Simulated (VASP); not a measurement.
Set up this calculation in VASP 6.6.1, as the native input.

* Task: single point
* Functional: PBE
* Potentials or basis: VASP PAW PBE potentials, release 64 (Zn, S)
* Cutoff: 520 eV
* k mesh: 6 × 6 × 4
* Occupations: fermi-dirac, width 0.05 eV
* Spin: no spin polarisation
* Dipole correction: no
* Further INCAR settings: ALGO = Normal; EDIFF = 1e-06; NBANDS = 26

The structure of ZnS (Wurtzite-2H) lies in POSCAR:

```
ZnS
1.0
    3.7728900000      0.0000000000      0.0000000000
   -1.8864450000      3.2674187700      0.0000000000
    0.0000000000      0.0000000000      6.3605754515
Zn S
2 2
Direct
    0.3333333333      0.6666666667      0.0000000000
    0.6666666667      0.3333333333      0.5000000000
    0.3333333333      0.6666666667      0.3850000000
    0.6666666667      0.3333333333      0.8850000000
```

One way to write it, as run:

INCAR

```
SYSTEM = ZnS
ALGO = Normal
EDIFF = 1E-6
ENCUT = 520
GGA = PE
ISIF = 2
ISMEAR = -1
LASPH = .TRUE.
LCHARG = .FALSE.
LREAL = .FALSE.
LWAVE = .FALSE.
NBANDS = 26
NELM = 100
PREC = Accurate
SIGMA = 0.05
```

KPOINTS

```
k-points
0
G
  6 6 4
  0 0 0
```

Potentials or basis: VASP PAW PBE potentials, release 64 (Zn, S).

Command:

```console
$ cat potpaw_PBE.64/Zn/POTCAR potpaw_PBE.64/S/POTCAR > POTCAR
$ mpirun -np 1 vasp_std > vasp.out
```

Results of the run:

```json
{"Pressure": "2.9 GPa", "Largest force": "0.460 eV/Å", "Band gap on the k mesh": "2.20 eV, direct"}
```

It took 17 s on 1 thread of Intel(R) Xeon(R) 6975P-C (Granite Rapids) (shared host), peak memory 0.19 GiB.
